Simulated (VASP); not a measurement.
Write the native input for VASP 6.6.1 that does the following.

```yaml
Task: single point
Functional: PBE
Potentials_or_basis: VASP PAW PBE potentials, release 64 (Mn_pv, Si)
Cutoff: 520 eV
k_mesh: 9 × 9 × 9
Occupations: fermi-dirac, width 0.05 eV
Spin: collinear spin, ferromagnetic start
Starting_moments: "[4.0, 0.0] μB"
Dipole_correction: no
Further_INCAR_settings: ALGO = Normal; EDIFF = 1e-07; NBANDS = 20
```

The structure of MnSi lies in POSCAR:

```
MnSi
1.0
    3.0072163509      0.0000000000      0.0000000000
    0.0000000000      3.0072163509      0.0000000000
    0.0000000000      0.0000000000      3.0072163509
Mn Si
1 1
Direct
    0.5000000000      0.5000000000      0.5000000000
    0.0000000000      0.0000000000      0.0000000000
```

The input as run:

INCAR

```
SYSTEM = MnSi
PREC = Accurate
ENCUT = 520
EDIFF = 1E-7
ISMEAR = -1
SIGMA = 0.05
LREAL = .FALSE.
LASPH = .TRUE.
NELM = 150
ALGO = Normal
ISIF = 2
LWAVE = .FALSE.
LCHARG = .TRUE.
ISPIN = 2
MAGMOM = 4 0
LORBIT = 11
LMAXMIX = 4
GGA = PE
LELF = .TRUE.
LVHAR = .TRUE.
NBANDS = 20
```

KPOINTS

```
regular mesh
0
G
  9 9 9
  0 0 0
```

Potentials or basis: VASP PAW PBE potentials, release 64 (Mn_pv, Si).

Run with:

```bash
$ cat potpaw_PBE.64/Mn_pv/POTCAR potpaw_PBE.64/Si/POTCAR > POTCAR
$ mpirun -np 1 vasp_std > vasp.out
```

Results of the run:

```json
{
  "Pressure": "-27.6 GPa",
  "Net moment": "0.88 μB per cell",
  "Site moments": "Mn +0.98; Si -0.07 μB",
  "Valence electrons inside the program's atomic spheres": "Mn 11.71; Si 1.52"
}
```

Caveat: the cell stands under tension.

It took 58 s on 1 thread of Intel Xeon 8259CL, with other jobs on the host, peak memory 0.16 GiB.
